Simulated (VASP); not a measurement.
BP: single point with PBE

BP:

```
CELL_PARAMETERS angstrom
0.00000 2.13286 2.26900
2.26900 0.00000 2.26900
2.26900 2.13286 0.00000
ATOMIC_POSITIONS crystal
B 0.00000 0.00000 0.00000
P 0.75000 0.75000 0.75000
```

```json
{
  "Program": "VASP 6.6.1",
  "Task": "single point",
  "Functional": "PBE",
  "Potentials or basis": "VASP PAW PBE potentials, release 64 (B, P)",
  "Cutoff": "500 eV",
  "k mesh": "10 × 10 × 10",
  "Occupations": "gaussian, width 0.05 eV",
  "Spin": "no spin polarisation"
}
```

```
Pressure               : 12.3 GPa
Band gap on the k mesh : 0.22 eV (least direct gap 2.90 eV)
```

Stress tensor (GPa, compression positive):
```
 6.99  0.00  0.00
 0.00 22.84  0.00
 0.00  0.00  6.99
```

Levels at points of the mesh, in eV from the valence-band top:
| k point | band 2 | band 3 | band 4 | band 5 | band 6 | band 7 |
| --- | --- | --- | --- | --- | --- | --- |
| (0.00, 0.00, 0.00) | -0.58 | -0.58 | 0.00 | 2.90 | 3.25 | 3.25 |
| (0.50, 0.00, 0.00) | -9.87 | -2.62 | -1.83 | 3.35 | 4.03 | 5.13 |
| (0.00, 0.50, 0.00) | -9.87 | -2.62 | -1.83 | 3.35 | 4.03 | 5.13 |
| (0.00, 0.00, 0.50) | -9.87 | -2.62 | -1.83 | 3.35 | 4.03 | 5.13 |
| (0.50, 0.50, 0.50) | -9.87 | -2.62 | -1.83 | 3.35 | 4.03 | 5.13 |
| (0.50, 0.50, 0.00) | -9.49 | -4.55 | -4.42 | 1.07 | 1.53 | 11.52 |
| (0.00, 0.50, 0.50) | -9.49 | -4.55 | -4.42 | 1.07 | 1.53 | 11.52 |
| (0.50, 0.00, 0.50) | -8.89 | -5.17 | -5.17 | 0.35 | 0.61 | 12.26 |

Wall time 49 s on 1 thread of Intel(R) Xeon(R) Platinum 8375C CPU @ 2.90GHz (Ice Lake) (shared host), peak memory 0.22 GiB.

Caveat: the cell stands under pressure. A k mesh can miss the band edges.
